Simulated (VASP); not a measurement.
Input of a VASP 6.6.1 run:

The input INCAR:

```
PREC = Accurate
ENCUT = 520
EDIFF = 1E-7
ISMEAR = 0
SIGMA = 0.1
LREAL = F
LASPH = T
NELM = 100
ALGO = Normal
ISIF = 2
LWAVE = F
LCHARG = F
GGA = PE
NBANDS = 11
```

Contents of KPOINTS:

```
Automatic mesh
0
Gamma
  24 24 18
```

File POSCAR:

```
BAs
1.0
    3.1947857559      0.0000000000      0.0000000000
   -1.5973928780      2.7667656243      0.0000000000
    0.0000000000      0.0000000000      2.8978090980
B As
1 1
Direct
    0.6666666667      0.3333333333      0.5000000000
    0.0000000000      0.0000000000      0.0000000000
```

Potentials or basis: VASP PAW PBE potentials, release 64 (B, As).

Run with:

```sh
$ cat potpaw_PBE.64/B/POTCAR potpaw_PBE.64/As/POTCAR > POTCAR
$ mpirun -np 1 vasp_std > vasp.out
```

Task: Estimate the pressure.

Result: 0.3 GPa.

Task: What does it give for the band gap on the k mesh?

Result: Zero (bands 4 and 5 overlap by 6.32 eV).
